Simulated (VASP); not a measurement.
# GaP (F-43m) in VASP: further runs

GaP is run at these levels: PBE; tasks: single point.

Program: VASP 6.6.1. These are calculated values, not measurements. Logs are shortened: lines on timing, memory, paths and dates and some standing lists are left out, and cuts for length are marked.

**The experiment to reproduce.**

“Stacking defects in GaP nanowires: Electronic structure and optical properties”, 2018, arxiv:1810.01194 quotes, for a bulk crystal of GaP at 10 K: band gap 2.34 eV (indirect).

How close the calculation comes is told below.

## 1. The cell of the first run

Symmetry: F-43m, No. 216, cubic system. Conventional cell: a = 5.393 Å, b = 5.393 Å, c = 5.393 Å, α = 90.00°, β = 90.00°, γ = 90.00°. Within 3.1 Å of Ga (site symmetry -43m) lie 4 P at 2.34 Å. P (site symmetry -43m) has 4 Ga at 2.34 Å within 3.1 Å.

## 2. Single point, PBE (volume changed by -6%)

The input, INCAR:

```
SYSTEM = GaP
PREC = Accurate
ENCUT = 520
EDIFF = 1E-6
ISMEAR = 0
SIGMA = 0.01
LREAL = .False.
LASPH = .True.
NELM = 60
ALGO = Normal
ISIF = 2
LWAVE = .False.
LCHARG = .False.
GGA = PE
NBANDS = 16
```

The input, KPOINTS:

```
regular mesh
0
Gamma
  6 6 6
  0 0 0
```

The input, POSCAR:

```
GaP
1.0
    0.0000000000      2.6963468306      2.6963468306
    2.6963468306      0.0000000000      2.6963468306
    2.6963468306      2.6963468306      0.0000000000
Ga P
1 1
Direct
    0.0000000000      0.0000000000      0.0000000000
    0.2500000000      0.2500000000      0.2500000000
```

Potentials or basis: VASP PAW PBE potentials, release 64 (Ga_d, P).

Run with:

```console
$ cat potpaw_PBE.64/Ga_d/POTCAR potpaw_PBE.64/P/POTCAR > POTCAR
$ mpirun -np 1 vasp_std > vasp.out
```

OUTCAR:

```text
SYSTEM = GaP
   PREC = Accurate
   ENCUT = 520
   EDIFF = 1E-6
   ISMEAR = 0
   LREAL = .False.
   LASPH = .True.
   NELM = 60
   ISIF = 2
   GGA = PE

 ion  position               nearest neighbor table
   1  0.000  0.000  0.000-   2 2.34   2 2.34   2 2.34   2 2.34
   2  0.250  0.250  0.250-   1 2.34   1 2.34   1 2.34   1 2.34

  LATTYP: Found a face centered cubic cell.
 ALAT       =     5.3926936612

  Lattice vectors:

 A1 = (   0.0000000000,   2.6963468306,   2.6963468306)
 A2 = (   2.6963468306,   0.0000000000,   2.6963468306)
 A3 = (   2.6963468306,   2.6963468306,   0.0000000000)

Analysis of symmetry for initial positions (statically):
=====================================================================
 Subroutine PRICEL returns:
 Original cell was already a primitive cell.

 Routine SETGRP: Setting up the symmetry group for a
 face centered cubic supercell.

 Subroutine GETGRP returns: Found 24 space group operations
 (whereof 24 operations were pure point group operations)
 out of a pool of 48 trial point group operations.

The static configuration has the point symmetry T_d .

Analysis of symmetry for dynamics (positions and initial velocities):
=====================================================================
 Subroutine PRICEL returns:
 Original cell was already a primitive cell.

 Routine SETGRP: Setting up the symmetry group for a
 face centered cubic supercell.

 Subroutine GETGRP returns: Found 24 space group operations
 (whereof 24 operations were pure point group operations)
 out of a pool of 48 trial point group operations.

The dynamic configuration has the point symmetry T_d .

 Subroutine INISYM returns: Found 24 space group operations
 (whereof 24 operations are pure point group operations),
 and found     1 'primitive' translations

----------------------------------------------------------------------------------------

                                     Primitive cell

  volume of cell :      39.2064

  direct lattice vectors                    reciprocal lattice vectors
     0.000000000  2.696346831  2.696346831    -0.185436085  0.185436085  0.185436085
     2.696346831  0.000000000  2.696346831     0.185436085 -0.185436085  0.185436085
     2.696346831  2.696346831  0.000000000     0.185436085  0.185436085 -0.185436085

  length of vectors
     3.813210257  3.813210257  3.813210257     0.321184721  0.321184721  0.321184721

[... 70 lines left out ...]
   NELM   =     60;   NELMIN=  2; NELMDL= -5     # of ELM steps
   EDIFF  = 0.1E-05   stopping-criterion for ELM
   LREAL  =      F    real-space projection
   EDIFFG = 0.1E-04   stopping-criterion for IOM
   NSW    =      0    number of steps for IOM
   IBRION =     -1    ionic relax: 0-MD 1-quasi-New 2-CG
   NFREE  =      0    steps in history (QN), initial steepest desc. (CG)
   ISIF   =      2    stress and relaxation
   ISYM   =      2    0-nonsym 1-usesym 2-fastsym
   POTIM  = 0.5000    time-step for ionic-motion
   TEBEG  =    0.0;   TEEND  =   0.0 temperature during run
   PSTRESS=    0.0 pullay stress
   NELECT =      18.0000    total number of electrons
   NUPDOWN=      -1.0000    fix difference up-down
   EMIN   =  10.00;   EMAX   =-10.00  energy-range for DOS
   EFERMI =   0.00;   METHOD = LEGACY
   ISMEAR =     0;   SIGMA  =   0.01  broadening in eV -4-tet -1-fermi 0-gaus
   EFERMI_NEDOS =   21; number of points for ismear=-14 and -15
   IALGO  =     38    algorithm
   IMIX   =      4    mixing-type and parameters
     AMIX     =   0.40;   BMIX     =  1.00
     AMIX_MAG =   1.60;   BMIX_MAG =  1.00
  volume/ion in A,a.u.               =      19.60       132.29
  Fermi-wavevector in a.u.,A,eV,Ry     =   1.262932  2.386595 21.701249  1.594997
  Thomas-Fermi vector in A             =   2.396315
   LORBIT       =      0    0 simple, 1 ext, 2 COOP (PROOUT), +10 PAW based schemes
   GGA     = PE    functional components
   LHFCALC =     F    Hartree Fock is set to
   AEXX    =    0.0000 exact exchange contribution
   IVDW    =     0    specifies the selected vdW correction
   LEPSILON=     F    determine dielectric tensor
   LRPA    =     F    only Hartree local field effects (RPA)
 non-spin polarized calculation
 Gauss-broadening in eV      SIGMA  =   0.01
  energy-cutoff  :      520.00
  volume of cell :       39.21
 maximum number of plane-waves:      1067
   NGX = 15   NGY = 15   NGZ = 15

 number of electron      17.9999999 magnetization

 Free energy of the ion-electron system (eV)
  ---------------------------------------------------
  ext. energy  EPLUGINS =         0.00000000
  ---------------------------------------------------
  free energy    TOTEN  =        -9.07078373 eV

  energy without entropy =       -9.07078373  energy(sigma->0) =       -9.07078373

 E-fermi :   5.0610     XC(G=0):  -9.9766

 val. band max:        4.9912069636   @ k =   0.0000   0.0000   0.0000
 cond. band min:       6.5731158498   @ k =   0.5000   0.5000   0.0000
 fundamental gap:      1.5819088863
 Fermi energy:         5.0609797850

 k-point     1 :       0.0000    0.0000    0.0000
  band No.  band energies     occupation
      1      -9.6243      2.00000
      2      -9.6243      2.00000
      3      -9.6243      2.00000
      4      -9.5146      2.00000
      5      -9.5146      2.00000
      6      -7.7472      2.00000
[... 281 lines left out ...]
      3      -9.5581      2.00000
      4      -9.5377      2.00000
      5      -9.5000      2.00000
      6      -4.5516      2.00000
[... 8 lines left out ...]
     15      17.0406      0.00000
     16      18.8079      0.00000

------------------------ aborting loop because EDIFF is reached ----------------------------------------

  FORCE on cell =-STRESS in cart. coord.  units (eV):
  Direction    XX          YY          ZZ          XY          YZ          ZX
  --------------------------------------------------------------------------------------
  -------------------------------------------------------------------------------------
  Total        1.3344173      1.3344173      1.3344173      0.0000000      0.0000000      0.0000000
  in kB       54.5311901     54.5311901     54.5311901      0.0000000      0.0000000      0.0000000
  external PRESSURE =      54.5311901 kB  Pullay stress =       0.0000000 kB

 VOLUME and BASIS-vectors are now :
 -----------------------------------------------------------------------------
  energy-cutoff  :      520.00
  volume of cell :       39.21
      direct lattice vectors                 reciprocal lattice vectors
     0.000000000  2.696346831  2.696346831    -0.185436085  0.185436085  0.185436085
     2.696346831  0.000000000  2.696346831     0.185436085 -0.185436085  0.185436085
     2.696346831  2.696346831  0.000000000     0.185436085  0.185436085 -0.185436085

 POSITION                                       TOTAL-FORCE (eV/Angst)
 -----------------------------------------------------------------------------------
      0.00000      0.00000      0.00000        -0.000000     -0.000000     -0.000000
      1.34817      1.34817      1.34817         0.000000      0.000000      0.000000
 -----------------------------------------------------------------------------------
    total drift:                                0.000002      0.000002      0.000002

  FREE ENERGIE OF THE ION-ELECTRON SYSTEM (eV)
  ---------------------------------------------------
  free  energy   TOTEN  =        -9.0707837315 eV

  energy  without entropy=       -9.0707837315  energy(sigma->0) =       -9.07078373
```

OSZICAR:

```text
N       E                     dE             d eps       ncg     rms          rms(c)
DAV:   1     0.853166595672E+02    0.85317E+02   -0.91612E+03   520   0.164E+03
DAV:   2    -0.270484821868E+01   -0.88022E+02   -0.83729E+02   592   0.317E+02
DAV:   3    -0.925089321444E+01   -0.65460E+01   -0.65269E+01   664   0.662E+01
DAV:   4    -0.935168969677E+01   -0.10080E+00   -0.10078E+00   624   0.907E+00
DAV:   5    -0.935385212581E+01   -0.21624E-02   -0.21624E-02   672   0.114E+00    0.441E+00
DAV:   6    -0.910035808334E+01    0.25349E+00   -0.38127E-01   800   0.109E+01    0.294E+00
DAV:   7    -0.906991519678E+01    0.30443E-01   -0.10282E-01   672   0.221E+00    0.115E+00
DAV:   8    -0.907024398710E+01   -0.32879E-03   -0.14109E-02   608   0.144E+00    0.225E-01
DAV:   9    -0.907064839789E+01   -0.40441E-03   -0.13443E-03   640   0.493E-01    0.765E-02
DAV:  10    -0.907071531300E+01   -0.66915E-04   -0.11336E-04   752   0.127E-01    0.360E-02
DAV:  11    -0.907078402289E+01   -0.68710E-04   -0.91684E-05   600   0.791E-02    0.524E-03
DAV:  12    -0.907078373146E+01    0.29143E-06   -0.25165E-06   584   0.206E-02
   1 F= -.90707837E+01 E0= -.90707837E+01  d E =-.563893E-25
```

It took 11 s on 1 thread of Intel Xeon 6975P-C (Granite Rapids), shared host; peak memory 0.15 GiB.

Results:

```yaml
Free_energy: -9.0708 eV
Pressure: 5.5 GPa
Band_gap_on_the_k_mesh: 1.58 eV, indirect (least direct gap 2.09 eV)
```

Caveat: the cell differs from its parent crystal (volume changed by -6%). A k mesh can miss the band edges.

## 3. Single point, PBE

This run uses another cell than the first one, of 20.85 Å³/atom, 1.064 times its volume.

The input, INCAR:

```
SYSTEM = GaP
ALGO = Normal
EDIFF = 1E-6
ENCUT = 520
GGA = PE
ISIF = 2
ISMEAR = 0
LASPH = .TRUE.
LCHARG = .TRUE.
LELF = .TRUE.
LREAL = .FALSE.
LVHAR = .TRUE.
LWAVE = .FALSE.
NBANDS = 16
NELM = 80
PREC = Accurate
SIGMA = 0.01
```

The input, KPOINTS:

```
k-points
0
G
  6 6 6
  0 0 0
```

The input, POSCAR:

```
GaP
1.0
    0.0000000000      2.7525368179      2.7525368179
    2.7525368179      0.0000000000      2.7525368179
    2.7525368179      2.7525368179      0.0000000000
Ga P
1 1
Direct
    0.0000000000      0.0000000000      0.0000000000
    0.2500000000      0.2500000000      0.2500000000
```

Potentials or basis: VASP PAW PBE potentials, release 64 (Ga_d, P).

Run with:

```console
$ cat potpaw_PBE.64/Ga_d/POTCAR potpaw_PBE.64/P/POTCAR > POTCAR
$ mpirun -np 1 vasp_std > vasp.out
```

Wall time 14 s (1 thread of Intel Xeon 6975P-C (Granite Rapids), shared host); peak memory 0.17 GiB.

The run converged. Its results:

| Item | Value |
| --- | --- |
| Free energy | -9.1120 eV |
| Pressure | 0.0 GPa |
| Band gap on the k mesh | 1.58 eV, direct |

Levels at points of the mesh, in eV from the valence-band top:
| k point | band 6 | band 7 | band 8 | band 9 | band 10 | band 11 | band 12 | band 13 |
| --- | --- | --- | --- | --- | --- | --- | --- | --- |
| (0.00, 0.00, 0.00) | -12.27 | 0.00 | 0.00 | 0.00 | 1.58 | 3.89 | 3.89 | 3.89 |
| (0.50, 0.00, 0.00) | -10.30 | -6.47 | -1.08 | -1.08 | 1.58 | 4.72 | 4.72 | 8.22 |
| (0.50, 0.50, 0.00) | -9.44 | -6.62 | -2.58 | -2.58 | 1.71 | 1.84 | 10.37 | 10.37 |

## 4. Single point, PBE (volume changed by -3%)

INCAR, as its differences from that of step 3:

```diff
@@ -2,3 +2,3 @@
 ALGO = Normal
-EDIFF = 1E-6
+EDIFF = 1E-7
 ENCUT = 520
@@ -14,3 +14,3 @@
 NBANDS = 16
-NELM = 80
+NELM = 60
 PREC = Accurate
```

KPOINTS is that of step 3.

The input, POSCAR:

```
GaP
1.0
    0.0000000000      2.7247315147      2.7247315147
    2.7247315147      0.0000000000      2.7247315147
    2.7247315147      2.7247315147      0.0000000000
Ga P
1 1
Direct
    0.0000000000      0.0000000000      0.0000000000
    0.2500000000      0.2500000000      0.2500000000
```

Potentials or basis: VASP PAW PBE potentials, release 64 (Ga_d, P).

Run with:

```console
$ cat potpaw_PBE.64/Ga_d/POTCAR potpaw_PBE.64/P/POTCAR > POTCAR
$ mpirun -np 1 vasp_std > vasp.out
```

OUTCAR:

```text
SYSTEM = GaP
   EDIFF = 1E-7
   ENCUT = 520
   GGA = PE
   ISIF = 2
   ISMEAR = 0
   LASPH = .TRUE.
   LREAL = .FALSE.
   NELM = 60
   PREC = Accurate

 ion  position               nearest neighbor table
   1  0.000  0.000  0.000-   2 2.36   2 2.36   2 2.36   2 2.36
   2  0.250  0.250  0.250-   1 2.36   1 2.36   1 2.36   1 2.36

  LATTYP: Found a face centered cubic cell.
 ALAT       =     5.4494630294

  Lattice vectors:

 A1 = (   0.0000000000,   2.7247315147,   2.7247315147)
 A2 = (   2.7247315147,   0.0000000000,   2.7247315147)
 A3 = (   2.7247315147,   2.7247315147,   0.0000000000)

Analysis of symmetry for initial positions (statically):
=====================================================================
 Subroutine PRICEL returns:
 Original cell was already a primitive cell.

 Routine SETGRP: Setting up the symmetry group for a
 face centered cubic supercell.

 Subroutine GETGRP returns: Found 24 space group operations
 (whereof 24 operations were pure point group operations)
 out of a pool of 48 trial point group operations.

The static configuration has the point symmetry T_d .

Analysis of symmetry for dynamics (positions and initial velocities):
[... 152 lines left out ...]

 val. band max:        4.6648395607   @ k =   0.0000   0.0000   0.0000
 cond. band min:       6.3146768098   @ k =   0.5000   0.5000   0.0000
 fundamental gap:      1.6498372491
 Fermi energy:         4.7740214307

 k-point     1 :       0.0000    0.0000    0.0000
  band No.  band energies     occupation
      1      -9.8945      2.00000
      2      -9.8945      2.00000
      3      -9.8945      2.00000
      4      -9.7949      2.00000
      5      -9.7949      2.00000
      6      -7.8324      2.00000
[... 281 lines left out ...]
      3      -9.8344      2.00000
      4      -9.8154      2.00000
      5      -9.7816      2.00000
      6      -4.7939      2.00000
[... 8 lines left out ...]
     15      16.5714      0.00000
     16      18.2736      0.00000

------------------------ aborting loop because EDIFF is reached ----------------------------------------

  FORCE on cell =-STRESS in cart. coord.  units (eV):
  Direction    XX          YY          ZZ          XY          YZ          ZX
  --------------------------------------------------------------------------------------
  -------------------------------------------------------------------------------------
  Total        0.6458820      0.6458820      0.6458820     -0.0000000      0.0000000     -0.0000000
  in kB       25.5777661     25.5777661     25.5777661     -0.0000000      0.0000000     -0.0000000
  external PRESSURE =      25.5777661 kB  Pullay stress =       0.0000000 kB

 VOLUME and BASIS-vectors are now :
 -----------------------------------------------------------------------------
  energy-cutoff  :      520.00
  volume of cell :       40.46
      direct lattice vectors                 reciprocal lattice vectors
     0.000000000  2.724731515  2.724731515    -0.183504319  0.183504319  0.183504319
     2.724731515  0.000000000  2.724731515     0.183504319 -0.183504319  0.183504319
     2.724731515  2.724731515  0.000000000     0.183504319  0.183504319 -0.183504319

 POSITION                                       TOTAL-FORCE (eV/Angst)
 -----------------------------------------------------------------------------------
      0.00000      0.00000      0.00000         0.000000      0.000000      0.000000
      1.36237      1.36237      1.36237        -0.000000     -0.000000     -0.000000
 -----------------------------------------------------------------------------------
    total drift:                                0.000002      0.000002      0.000002

  FREE ENERGIE OF THE ION-ELECTRON SYSTEM (eV)
  ---------------------------------------------------
  free  energy   TOTEN  =        -9.1020040003 eV

  energy  without entropy=       -9.1020040003  energy(sigma->0) =       -9.10200400
```

OSZICAR:

```text
N       E                     dE             d eps       ncg     rms          rms(c)
DAV:   1     0.800860243317E+02    0.80086E+02   -0.89227E+03   536   0.162E+03
DAV:   2    -0.327837257778E+01   -0.83364E+02   -0.80193E+02   600   0.313E+02
DAV:   3    -0.928009218429E+01   -0.60017E+01   -0.59869E+01   648   0.643E+01
DAV:   4    -0.937346749931E+01   -0.93375E-01   -0.93361E-01   632   0.870E+00
DAV:   5    -0.937542690706E+01   -0.19594E-02   -0.19594E-02   616   0.112E+00    0.425E+00
DAV:   6    -0.912882463918E+01    0.24660E+00   -0.37854E-01   800   0.105E+01    0.282E+00
DAV:   7    -0.910108251230E+01    0.27742E-01   -0.97000E-02   640   0.210E+00    0.112E+00
DAV:   8    -0.910144636070E+01   -0.36385E-03   -0.13750E-02   616   0.142E+00    0.200E-01
DAV:   9    -0.910185899214E+01   -0.41263E-03   -0.13316E-03   608   0.505E-01    0.811E-02
DAV:  10    -0.910193177852E+01   -0.72786E-04   -0.11329E-04   792   0.119E-01    0.393E-02
DAV:  11    -0.910200404020E+01   -0.72262E-04   -0.98602E-05   552   0.828E-02    0.524E-03
DAV:  12    -0.910200366538E+01    0.37482E-06   -0.28413E-06   688   0.215E-02    0.330E-03
DAV:  13    -0.910200396707E+01   -0.30169E-06   -0.85557E-07   648   0.773E-03    0.193E-03
DAV:  14    -0.910200400029E+01   -0.33213E-07   -0.25747E-08   512   0.124E-03
   1 F= -.91020040E+01 E0= -.91020040E+01  d E =-.132666E-55
```

stdout:

```text
POSCAR found type information on POSCAR GaP
 POSCAR found :  2 types and       2 ions
 scaLAPACK will be used
 LDA part: xc-table for (Slater+PW92), standard interpolation
 POSCAR, INCAR and KPOINTS ok, starting setup
 FFT: planning ... GRIDC
 FFT: planning ... GRID_SOFT
 FFT: planning ... GRID
 WAVECAR not read
 entering main loop
```

Run time: 16 s. Hardware: 1 thread of Intel Xeon 6975P-C (Granite Rapids), shared host; peak memory 0.16 GiB.

What came out:

```yaml
Free_energy: -9.1020 eV
Pressure: 2.6 GPa
Band_gap_on_the_k_mesh: 1.65 eV, indirect (least direct gap 1.83 eV)
```

Caveat: the cell differs from its parent crystal (volume changed by -3%).

## 5. Summary

| cell | gap on the mesh (eV) | pressure (GPa) |
| --- | --- | --- |
| a = 3.813 Å, angles 60.0°, 2 atoms | 1.58 | 5.5 |
| a = 3.893 Å, angles 60.0°, 2 atoms | 1.58 | 0.0 |
| a = 3.853 Å, angles 60.0°, 2 atoms | 1.65 | 2.6 |

Alike in all rows: task single point; level PBE; potentials or basis VASP PAW PBE potentials, release 64 (Ga_d, P); no spin polarisation; k mesh 6 × 6 × 6; cutoff (eV) 520; smearing gaussian 0.01 eV.

Absolute energies hang on the potentials; compare differences alone.

## 6. How close it comes

Step 3. A measured gap of GaP is 2.34 eV (indirect; 10 K; quoted in “Stacking defects in GaP nanowires: Electronic structure and optical properties”, 2018, arxiv:1810.01194); the calculated 1.58 eV misses it by -0.76 eV. Spin-orbit coupling on Ga is left out. The value is that of PBE on a finite k mesh, which can miss the band edges, without temperature or zero-point motion. Semilocal functionals fall short of measured gaps as a rule.
